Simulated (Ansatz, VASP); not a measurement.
**WF2 in VASP and in Ansatz**

```
CELL_PARAMETERS angstrom
2.78764 0.00000 0.00000
-1.39382 2.41416 0.00000
0.00000 0.00000 6.03172
ATOMIC_POSITIONS crystal
W 0.00000 0.00000 0.00000
F 0.33333 0.66667 0.25353
F 0.66667 0.33333 0.74647
```

Alike in both runs: task relaxation of cell and atoms; functional PBE; k mesh 18 × 18 × 8; occupations gaussian, width 0.1 eV; no spin polarisation.

```csv
,VASP,Ansatz
version,VASP 6.6.1,Ansatz 0.2.0
potentials or method,"VASP PAW PBE potentials, release 64 (W_sv, F), cutoff 600 eV","scalar-relativistic, plane waves, PAW"
valence electrons in the cell,28,28
```

|  | VASP | Ansatz | Ansatz less VASP |
| --- | --- | --- | --- |
| gap on the k mesh at the Fermi level, each at its own relaxed structure (eV) | none | none | - |
| relaxed volume (Å³/atom) | 13.59 | 14.19 | +0.605 |
| relaxed length of the cell vector where the two differ most in proportion (Å) | 6.044 | 6.336 | +0.2922 |

A gap of «none» marks a metal or a gap that the smearing closes.

Spin-orbit coupling is off throughout.
